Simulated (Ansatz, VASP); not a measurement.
Al3Cu: VASP beside Ansatz

POSCAR

```
Al3Cu
1.0
    2.7737808638      0.0000000000      0.0000000000
    0.0000000000      2.7737808638      0.0000000000
    0.0000000000      0.0000000000      7.5918631133
Al Cu
3 1
Direct
    0.0000000000      0.0000000000      0.5000000000
    0.5000000000      0.5000000000      0.2226430006
    0.5000000000      0.5000000000      0.7773569994
    0.0000000000      0.0000000000      0.0000000000
```

INCAR.step1

```
PREC = Accurate
ENCUT = 520
ISMEAR = 0
SIGMA = 0.15
LREAL = False
LASPH = True
NELM = 80
NBANDS = 18
GGA = PE
ALGO = Normal
EDIFF = 1E-4
LWAVE = True
LCHARG = False
```

Contents of INCAR.step2:

```
PREC = Accurate
ENCUT = 520
EDIFF = 1E-6
ISMEAR = 0
SIGMA = 0.15
LREAL = False
LASPH = True
NELM = 80
ALGO = Normal
ISIF = 2
LWAVE = False
LCHARG = False
METAGGA = R2SCAN
LMIXTAU = True
NBANDS = 18
ISTART = 1
```

KPOINTS

```
Automatic mesh
0
Gamma
  18 18 8
```

Input for Ansatz:

```yaml
crystal:
  lattice:
    - [2.7737808638, 0.0, 0.0]
    - [0.0, 2.7737808638, 0.0]
    - [0.0, 0.0, 7.5918631133]
  atoms:
    - { symbol: Al, position: [0.0, 0.0, 0.5] }
    - { symbol: Al, position: [0.5, 0.5, 0.2226430006] }
    - { symbol: Al, position: [0.5, 0.5, 0.7773569994] }
    - { symbol: Cu, position: [0.0, 0.0, 0.0] }
basis:
  ecutwfc: 500
kpoints:
  mp_grid: { grid: [18, 18, 8] }
hamiltonian:
  xc: r2scan
scf:
  occupations: { method: gaussian, width: 0.15 }
output:
  forces: true
  stress: true
  eigenvalues: true
  write_density: true
  write_potential: true
  elf: true
  volumetric_format: npy
```

Alike in both runs: task single point; functional r2SCAN; k mesh 18 × 18 × 8; occupations gaussian, width 0.15 eV; no spin polarisation.

```csv
,VASP,Ansatz
version,VASP 6.6.1,Ansatz 0.2.0
potentials or method,"VASP PAW PBE potentials, release 64 (Al, Cu), cutoff 520 eV","scalar-relativistic, plane waves, PAW"
valence electrons in the cell,20,28
```

|  | VASP | Ansatz | Ansatz less VASP |
| --- | --- | --- | --- |
| gap on the k mesh at the Fermi level (eV) | none | none | - |
| pressure (GPa) | -0.2 | 0.0 | +0.19 |
| traceless stress, the component that is largest in VASP (GPa) | -0.09 | -0.09 | +0.007 |
| rms of the force components (eV/Å) | 0.024 | 0.017 | -0.0072 |

VASP's potentials were made for PBE, not for r2SCAN. Atom by atom the forces differ by 0.007 eV/Å (rms over components). A gap of «none» marks a metal or a gap that the smearing closes. VASP's potentials hold 20 valence electrons a cell and Ansatz's 28, so a difference there can come from the potentials and not from the codes.
